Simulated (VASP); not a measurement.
Runs of VASP 6.6.1 on Ti. The structure is that of space group P6/mmm (No. 191), or close to it. The cells are those of the table. 

```tsv
task	cell	cutoff (eV)	gap on the mesh (eV)	pressure (GPa)
single point	a = 4.399, b = 4.399, c = 2.741 Å, angles 90.0, 90.0, 120.0°, 3 atoms	520	none	15.6
single point	a = 4.569, b = 4.569, c = 2.828 Å, angles 90.0, 90.0, 120.0°, 3 atoms	520	none	(a)
relaxation of cell and atoms	relaxed to 15 GPa from a = 4.600, b = 4.600, c = 2.820 Å, angles 90.0, 90.0, 120.0°, 3 atoms	600	none	15.0
single point	a = 4.178, b = 4.178, c = 2.629 Å, angles 90.0, 90.0, 120.0°, 3 atoms	520	none	45.9
relaxation of cell and atoms	relaxed to 45 GPa from a = 4.600, b = 4.600, c = 2.820 Å, angles 90.0, 90.0, 120.0°, 3 atoms	600	none	45.0
relaxation of cell and atoms	relaxed from a = 4.600, b = 4.600, c = 2.820 Å, angles 90.0, 90.0, 120.0°, 3 atoms	600	none	0.0
```

Alike in all rows: level r2SCAN; potentials or basis VASP PAW PBE potentials, release 64 (Ti_sv); no spin polarisation; k mesh 5 × 5 × 7; smearing fermi-dirac 0.1 eV.

**Question.** Estimate the missing entries.

**Answer.** (a) 0.4.

Caveats: the PAW data sets were made with another functional, which shifts forces and pressure a little; the cell is relaxed towards a set pressure, so the enthalpy falls and the energy may rise (some runs).

A gap of «none» marks levels without a gap at the run's occupations.
